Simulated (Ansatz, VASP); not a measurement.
Si2Ni in VASP and in Ansatz

Contents of INCAR:

```
SYSTEM = Si2Ni
ALGO     = Normal         ! electronic algorithm
EDIFF    = 1E-8           ! SCF threshold, eV
ENCUT    = 510            ! plane-wave cutoff, eV
GGA      = PS             ! functional
GGA_COMPAT= .False.      
ISIF     = 2              ! what is computed and relaxed
ISMEAR   = 0              ! smearing method
ISPIN    = 2              ! spin polarisation
IVDW     = 12             ! dispersion correction
LASPH    = .True.         ! aspherical terms in the spheres
LCHARG   = .False.        ! write CHGCAR
LDAU     = .True.         ! DFT+U
LDAUJ    = 0 0          
LDAUL    = 2 -1           ! shell
LDAUPRINT= 1            
LDAUTYPE = 2            
LDAUU    = 2 0            ! U, eV
LEFG     = .True.       
LMAXMIX  = 4              ! l up to which the mixer works
LORBIT   = 11             ! projections on sites
LREAL    = .False.        ! projectors in reciprocal space
LWAVE    = .False.        ! write WAVECAR
MAGMOM   = 1 0 0          ! initial moments
NBANDS   = 24             ! bands
NELM     = 200            ! most SCF steps
PREC     = Accurate       ! precision mode
SIGMA    = 0.02           ! smearing width, eV
```

KPOINTS

```
k-points
0
Gamma
  9 9 9
  0 0 0
```

POSCAR

```
Si2Ni
1.0
    0.0000000000      2.7030000000      2.7030000000
    2.7030000000      0.0000000000      2.7030000000
    2.7030000000      2.7030000000      0.0000000000
Ni Si
1 2
Direct
    0.0000000000      0.0000000000      0.0000000000
    0.7500000000      0.7500000000      0.7500000000
    0.2500000000      0.2500000000      0.2500000000
```

input.yaml

```yaml
crystal:
  lattice:
    - [0.0, 2.703, 2.703]
    - [2.703, 0.0, 2.703]
    - [2.703, 2.703, 0.0]
  atoms:
    - { symbol: Ni, position: [0.0, 0.0, 0.0], spin: 1.0 }
    - { symbol: Si, position: [0.75, 0.75, 0.75] }
    - { symbol: Si, position: [0.25, 0.25, 0.25] }
hamiltonian:
  xc: pbesol
  pseudopotentials: { kind: paw }
  dispersion: d3bj
  hubbard:
    sites: [{ species: Ni, l: d, u_eff: 2.0 }]
    projectors: all-electron-atomic
    double_counting: fll
magnetization:
  spin_polarized: true
kpoints:
  mp_grid: { grid: [9, 9, 9] }
scf:
  occupations: { method: gaussian, width: 0.02 }
output:
  forces: true
  stress: true
  eigenvalues: true
  efg: {}
```

Alike in both runs: task electric field gradients; functional PBEsol; dispersion D3(BJ); k mesh 9 × 9 × 9; occupations gaussian, width 0.02 eV; collinear spin; Hubbard terms Ni d U = 2.0 eV.

|  | VASP | Ansatz |
| --- | --- | --- |
| version | VASP 6.6.1 | Ansatz 0.2.0 |
| potentials or method | VASP PAW PBE potentials, release 64 (Ni_sv_GW, Si) | Ansatz PAW |
| plane-wave cutoff (eV) | 510 | 420 |
| valence electrons in the cell | 26 | 26 |

```csv
,VASP,Ansatz,Ansatz less VASP
gap on the k mesh at the Fermi level (eV),none,none,-
net moment per atom (μB),0.00,0.00,0.000
```

VASP's potentials were made for PBE, not for PBEsol. The programs project onto different local orbitals, so the same U acts differently, and such runs can settle in different states. A gap of «none» marks a metal or a gap that the smearing closes.

Noted on Ansatz's run: the magnetic or orbital state may not be the lowest.
